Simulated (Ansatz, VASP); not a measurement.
Re: VASP beside Ansatz

File INCAR:

```
ALGO = Normal ; EDIFF = 1E-7
ENCUT = 520 ; GGA = PE
ISIF = 2 ; ISMEAR = -1
LASPH = T ; LCHARG = F
LREAL = F ; LWAVE = F
NBANDS = 10 ; NELM = 60
PREC = Accurate ; SIGMA = 0.08
```

The input KPOINTS:

```
k-points
0
Gamma
  15 15 15
```

Contents of POSCAR:

```
Re
1.0
    2.1501318708      0.0000000000      0.0000000000
    0.0000000000      2.1501318708      0.0000000000
    0.0000000000      0.0000000000      2.1501318708
Re
1
Direct
    0.0000000000      0.0000000000      0.0000000000
```

Input for Ansatz:

```yaml
crystal:
  lattice:
    - [2.1501318708, 0.0, 0.0]
    - [0.0, 2.1501318708, 0.0]
    - [0.0, 0.0, 2.1501318708]
  atoms:
    - { symbol: Re, position: [0.0, 0.0, 0.0] }
kpoints:
  mp_grid: { grid: [15, 15, 15] }
scf:
  occupations: { method: fermi_dirac, width: 0.08 }
hamiltonian:
  xc: pbe
  pseudopotentials: { kind: all_electron, lapw: { basis_error: 0.001 } }
output:
  forces: true
  stress: true
  eigenvalues: true
  populations: true
```

Change from the starting cell: volume scaled by 0.58, LAPW.

Alike in both runs: task single point; functional PBE; k mesh 15 × 15 × 15; occupations fermi-dirac, width 0.08 eV; no spin polarisation.

```csv
,VASP,Ansatz
version,VASP 6.6.1,Ansatz 0.2.0
potentials or method,"VASP PAW PBE potentials, release 64 (Re), cutoff 520 eV","all-electron LAPW, scalar-relativistic"
```

VASP gave:

| Quantity | Value |
| --- | --- |
| pressure (GPa) | 433.6 |

Problem. What did Ansatz give for the same quantities?

Solution. Pressure (GPa): 452.1.

Both programs put the cell under a high pressure, so it lies far from rest at this level. Ansatz ran all-electron here, and VASP with PAW potentials.

Neither program's run includes spin-orbit coupling. Noted on VASP's run: the cell as given lies far from equilibrium.
